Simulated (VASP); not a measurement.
# BaS (I4/mmm) in VASP: notebook, part 2 of 2

VASP 6.6.1.

## Step 4: Single point, r2SCAN (in-plane strain +0.01)

POSCAR reads:

```
BaS
1.0
    3.2448234188      3.2448234188      0.0000000000
   -3.2448234188      3.2448234188      0.0000000000
    0.0000000000      3.2448234188      3.1934202756
Ba S
1 1
Direct
    0.0000000000      0.0000000000      0.0000000000
    0.5000000000      0.5000000000      0.0000000000
```

INCAR.step1 reads:

```
  PREC = Accurate
  ENCUT = 520
  ISMEAR = 0
  SIGMA = 0.01
  LREAL = F
  LASPH = T
  NELM = 100
  NBANDS = 15
  GGA = PE
  ALGO = Normal
  EDIFF = 1E-4
  LWAVE = T
  LCHARG = F
```

INCAR.step2 reads:

```
  PREC = Accurate
  ENCUT = 520
  EDIFF = 1E-6
  ISMEAR = 0
  SIGMA = 0.01
  LREAL = F
  LASPH = T
  NELM = 100
  ALGO = Normal
  ISIF = 2
  LWAVE = F
  LCHARG = F
  METAGGA = R2SCAN
  LMIXTAU = T
  NBANDS = 15
  ISTART = 1
```

KPOINTS reads:

```
Automatic mesh
0
Gamma
  6 6 6
```

Potentials or basis: VASP PAW PBE potentials, release 64 (Ba_sv, S).

Started as:

```sh
cat potpaw_PBE.64/Ba_sv/POTCAR potpaw_PBE.64/S/POTCAR > POTCAR
cp INCAR.step1 INCAR
mpirun -np 1 vasp_std > vasp.out
cp INCAR.step2 INCAR
mpirun -np 1 vasp_std > vasp.out
```

OUTCAR:

```text
PREC = Accurate
   ENCUT = 520
   EDIFF = 1E-6
   ISMEAR = 0
   LREAL = F
   LASPH = T
   NELM = 100
   ISIF = 2
   METAGGA = R2SCAN
   ISTART = 1

 ion  position               nearest neighbor table
   1  0.000  0.000  0.000-   2 3.19   2 3.19   2 3.24   2 3.24   2 3.24   2 3.24
   2  0.500  0.500  0.000-   1 3.19   1 3.19   1 3.24   1 3.24   1 3.24   1 3.24

  LATTYP: Found a body centered tetragonal cell.
 ALAT       =     4.5888732864
 C/A-ratio  =     1.3918101792

  Lattice vectors:

 A1 = (   3.2448234188,   0.0000000000,  -3.1934202756)
 A2 = (  -3.2448234188,   0.0000000000,  -3.1934202756)
 A3 = (   0.0000000000,   3.2448234188,   3.1934202756)

Analysis of symmetry for initial positions (statically):
=====================================================================
 Subroutine PRICEL returns:
 Original cell was already a primitive cell.

 Routine SETGRP: Setting up the symmetry group for a
 body centered tetragonal supercell.

 Subroutine GETGRP returns: Found 16 space group operations
 (whereof 16 operations were pure point group operations)
 out of a pool of 16 trial point group operations.

The static configuration has the point symmetry D_4h.

Analysis of symmetry for dynamics (positions and initial velocities):
=====================================================================
 Subroutine PRICEL returns:
 Original cell was already a primitive cell.

 Routine SETGRP: Setting up the symmetry group for a
 body centered tetragonal supercell.

 Subroutine GETGRP returns: Found 16 space group operations
 (whereof 16 operations were pure point group operations)
 out of a pool of 16 trial point group operations.

The dynamic configuration has the point symmetry D_4h.

 Subroutine INISYM returns: Found 16 space group operations
 (whereof 16 operations are pure point group operations),
 and found     1 'primitive' translations

----------------------------------------------------------------------------------------

[... 116 lines left out ...]
   LORBIT       =      0    0 simple, 1 ext, 2 COOP (PROOUT), +10 PAW based schemes
   METAGGA = R2SCAN    functional components
   LHFCALC =     F    Hartree Fock is set to
   AEXX    =    0.0000 exact exchange contribution
   IVDW    =     0    specifies the selected vdW correction
   LEPSILON=     F    determine dielectric tensor
   LRPA    =     F    only Hartree local field effects (RPA)
 non-spin polarized calculation
 Gauss-broadening in eV      SIGMA  =   0.01
  energy-cutoff  :      520.00
  volume of cell :       67.25
 maximum number of plane-waves:      1833
 NGX is ok and might be reduce to    36
   NGX = 17   NGY = 17   NGZ = 17

 number of electron      16.0000001 magnetization

 Free energy of the ion-electron system (eV)
  ---------------------------------------------------
  ext. energy  EPLUGINS =         0.00000000
  ---------------------------------------------------
  free energy    TOTEN  =       -39.20395245 eV

  energy without entropy =      -39.20395245  energy(sigma->0) =      -39.20395245

 E-fermi :   1.1858     XC(G=0):  -8.9400

 val. band max:        1.0924470626   @ k =   0.0000   0.0000   0.0000
 cond. band min:       3.5617771976   @ k =   0.0000   0.0000   0.5000
 fundamental gap:      2.4693301350
 Fermi energy:         1.1857553998

 k-point     1 :       0.0000    0.0000    0.0000
  band No.  band energies     occupation
      1     -25.8567      2.00000
      2     -10.4943      2.00000
      3     -10.4943      2.00000
      4     -10.4921      2.00000
      5      -9.6913      2.00000
      6       1.0420      2.00000
      7       1.0420      2.00000
      8       1.0924      2.00000
      9       5.1044      0.00000
     10       5.3239      0.00000
     11       5.3239      0.00000
     12       5.4315      0.00000
     13       6.3181      0.00000
     14       6.4262      0.00000
[... 401 lines left out ...]
      2     -11.2264      2.00000
      3     -10.7344      2.00000
      4     -10.6447      2.00000
      5      -8.9533      2.00000
      6      -0.1557      2.00000
      7       0.3785      2.00000
      8       0.4494      2.00000
      9       5.8781      0.00000
     10       5.9821      0.00000
     11       8.1817      0.00000
     12       8.4890      0.00000
     13       8.9803      0.00000
     14      10.8306      0.00000
     15      10.9909      0.00000

 [... further k-points ...]
[... 5 lines left out ...]
  --------------------------------------------------------------------------------------
  -------------------------------------------------------------------------------------
  Total       -0.2092128     -0.2092128      0.3566168      0.0000000     -0.0000000     -0.0000000
  in kB       -4.9846031     -4.9846031      8.4965811      0.0000000     -0.0000000     -0.0000000
  external PRESSURE =      -0.4908750 kB  Pullay stress =       0.0000000 kB

 VOLUME and BASIS-vectors are now :
 -----------------------------------------------------------------------------
  energy-cutoff  :      520.00
  volume of cell :       67.25
      direct lattice vectors                 reciprocal lattice vectors
     3.244823419  3.244823419  0.000000000     0.154091590  0.154091590 -0.156571938
    -3.244823419  3.244823419  0.000000000    -0.154091590  0.154091590 -0.156571938
     0.000000000  3.244823419  3.193420276     0.000000000  0.000000000  0.313143875

 POSITION                                       TOTAL-FORCE (eV/Angst)
 -----------------------------------------------------------------------------------
      0.00000      0.00000      0.00000        -0.000000      0.000000      0.000000
      0.00000      3.24482      0.00000         0.000000     -0.000000      0.000000
 -----------------------------------------------------------------------------------
    total drift:                               -0.000000      0.000000     -0.000000

  FREE ENERGIE OF THE ION-ELECTRON SYSTEM (eV)
  ---------------------------------------------------
  free  energy   TOTEN  =       -39.2039524507 eV

  energy  without entropy=      -39.2039524507  energy(sigma->0) =      -39.20395245
```

Run time: 98 s. Hardware: 1 thread of AMD EPYC 9R45 (Zen 5), shared host; peak memory 0.19 GiB.

What came out:

```
Free energy            : -39.2040 eV
Pressure               : 0.0 GPa
Band gap on the k mesh : 2.47 eV (least direct gap 2.63 eV)
```

Levels at points of the mesh, in eV from the valence-band top:
```csv
k point,band 6,band 7,band 8,band 9,band 10,band 11
"(0.00, 0.00, 0.00)",-0.05,-0.05,0.00,4.01,4.23,4.23
"(0.50, 0.00, 0.00)",-1.88,-1.06,-1.05,5.89,6.00,6.68
"(0.50, 0.50, 0.00)",-0.62,-0.20,-0.15,2.49,6.34,6.55
"(0.00, 0.00, 0.50)",-0.54,-0.21,-0.21,2.47,6.43,6.50
```

Caveat: the cell differs from its parent crystal (in-plane strain +0.01); the PAW data sets were made with another functional, which shifts forces and pressure a little; spin-orbit coupling is left out, which moves the levels of the heavy elements. A k mesh can miss the band edges.

## Step 5: Summary

```tsv
cell	gap on the mesh (eV)	pressure (GPa)
a = 4.566, b = 4.566, c = 4.548 Å, angles 59.9, 59.9, 90.0°, 2 atoms	2.48	0.2
a = 4.589, b = 4.589, c = 4.558 Å, angles 59.8, 59.8, 90.0°, 2 atoms	2.48	-0.2
a = 4.589, b = 4.589, c = 4.553 Å, angles 59.7, 59.7, 90.0°, 2 atoms	2.47	0.0
```

Alike in all rows: task single point; level r2SCAN; potentials or basis VASP PAW PBE potentials, release 64 (Ba_sv, S); no spin polarisation; k mesh 6 × 6 × 6; cutoff (eV) 520; smearing gaussian 0.01 eV.

Caveats: the PAW data sets were made with another functional, which shifts forces and pressure a little; spin-orbit coupling is left out, which moves the levels of the heavy elements.

Absolute energies hang on the potentials; compare differences alone.
